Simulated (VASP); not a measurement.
Write the native input for VASP 6.6.1 that does the following.

| Property | Result |
| --- | --- |
| Task | relaxation of cell and atoms |
| Functional | LDA |
| Potentials or basis | VASP PAW LDA potentials, release 64 (Cs_sv, Sn_d, I) |
| Cutoff | 500 eV |
| k mesh | 4 × 4 × 4 |
| Occupations | fermi-dirac, width 0.02 eV |
| Spin | no spin polarisation |
| Dipole correction | no |
| Further INCAR settings | ALGO = Normal; EDIFF = 1e-07; IBRION = 2; EDIFFG = -0.005; NSW = 80; ISIF = 3 |

The structure of Cs2SnI6 lies in POSCAR:

```
Cs2SnI6
1.0
    0.0000000000      6.0195032011      6.0195032011
    6.0195032011      0.0000000000      6.0195032011
    6.0195032011      6.0195032011      0.0000000000
Cs Sn I
2 1 6
Direct
    0.2500000000      0.2500000000      0.2500000000
    0.7500000000      0.7500000000      0.7500000000
    0.0000000000      0.0000000000      0.0000000000
    0.7582176909      0.2417823091      0.2417823091
    0.2417823091      0.7582176909      0.2417823091
    0.2417823091      0.7582176909      0.7582176909
    0.7582176909      0.2417823091      0.7582176909
    0.2417823091      0.2417823091      0.7582176909
    0.7582176909      0.7582176909      0.2417823091
```

One way to write it, as run:

INCAR

```
SYSTEM = Cs2SnI6
PREC = Accurate
ENCUT = 500
EDIFF = 1E-7
ISMEAR = -1
SIGMA = 0.02
LREAL = .False.
LASPH = .True.
NELM = 120
ALGO = Normal
ISIF = 3
LWAVE = .False.
LCHARG = .False.
GGA = CA
IBRION = 2
NSW = 80
EDIFFG = -0.005
GGA_COMPAT = .False.
NELMIN = 4
```

KPOINTS

```
regular mesh
0
Gamma
  4 4 4
  0 0 0
```

Potentials or basis: VASP PAW LDA potentials, release 64 (Cs_sv, Sn_d, I).

Command:

```bash
$ cat potpaw_LDA.64/Cs_sv/POTCAR potpaw_LDA.64/Sn_d/POTCAR potpaw_LDA.64/I/POTCAR > POTCAR
$ mpirun -np 1 vasp_std > vasp.out
```

Results of the run:

| Quantity | Value |
| --- | --- |
| Relaxed volume | 39.94 Å³/atom |
| Relaxed cell | a = 7.981 Å, b = 7.981 Å, c = 7.981 Å, α = 60.00°, β = 60.00°, γ = 60.00° |
| Space group after relaxing (to 0.1 Å) | Fm-3m (No. 225) |
| Energy gained by relaxing | 59.1 meV/atom |
| Ionic steps | 11 |
| Pressure after relaxing | 0.0 GPa |
| Band gap on the k mesh | zero (filled and empty bands touch) |

Caveat: the volume moved by over 15 % at a fixed basis, so the end points are rough; spin-orbit coupling is left out, which moves the levels of the heavy elements.

Run time: 10 min on 1 thread of Intel(R) Xeon(R) 6975P-C (Granite Rapids), with other jobs on the host, peak memory 0.54 GiB.
